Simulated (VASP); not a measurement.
A run of VASP 6.6.1:

File POSCAR:

```
SiC
1.0
    3.1164783262      0.0000000000      0.0000000000
   -1.5582391631      2.6989494007      0.0000000000
    0.0000000000      0.0000000000      5.1144286705
Si C
2 2
Direct
    0.6666666667      0.3333333333      0.5000000000
    0.3333333333      0.6666666667      0.0000000000
    0.6666666667      0.3333333333      0.8850000000
    0.3333333333      0.6666666667      0.3850000000
```

INCAR.step1

```
ALGO     = Normal         # electronic algorithm
EDIFF    = 1E-4           # SCF threshold, eV
ENCUT    = 520            # plane-wave cutoff, eV
GGA      = PE             # functional
ISMEAR   = -1             # smearing method
LASPH    = True           # aspherical terms in the spheres
LCHARG   = False          # write CHGCAR
LREAL    = False          # projectors in reciprocal space
LWAVE    = True           # write WAVECAR
NBANDS   = 16             # bands
NELM     = 80             # most SCF steps
PREC     = Accurate       # precision mode
SIGMA    = 0.05           # smearing width, eV
```

The input INCAR.step2:

```
ALGO     = Normal         # electronic algorithm
EDIFF    = 1E-6           # SCF threshold, eV
ENCUT    = 520            # plane-wave cutoff, eV
ISIF     = 2              # what is computed and relaxed
ISMEAR   = -1             # smearing method
ISTART   = 1            
IVDW     = 12             # dispersion correction
LASPH    = True           # aspherical terms in the spheres
LCHARG   = False          # write CHGCAR
LMIXTAU  = True         
LREAL    = False          # projectors in reciprocal space
LWAVE    = False          # write WAVECAR
METAGGA  = R2SCAN         # meta-GGA
NBANDS   = 16             # bands
NELM     = 80             # most SCF steps
PREC     = Accurate       # precision mode
SIGMA    = 0.05           # smearing width, eV
VDW_A1   = 0.49484001   
VDW_A2   = 5.73083694   
VDW_S6   = 1.0          
VDW_S8   = 0.78981345
```

Contents of KPOINTS:

```
k-points
0
Gamma
  10 10 5
```

Potentials or basis: VASP PAW PBE potentials, release 64 (Si, C).

Command:

```bash
$ cat potpaw_PBE.64/Si/POTCAR potpaw_PBE.64/C/POTCAR > POTCAR
$ cp INCAR.step1 INCAR
$ mpirun -np 1 vasp_std > vasp.out
$ cp INCAR.step2 INCAR
$ mpirun -np 1 vasp_std > vasp.out
```

Hardware: 1 thread of Intel(R) Xeon(R) 6975P-C (Granite Rapids) (shared host).

**Question.** How long does it take, and how much memory?

**Answer.** Wall time 70 s on 1 thread of Intel(R) Xeon(R) 6975P-C (Granite Rapids), with other jobs on the host, peak memory 0.18 GiB. Counts: k points 42.
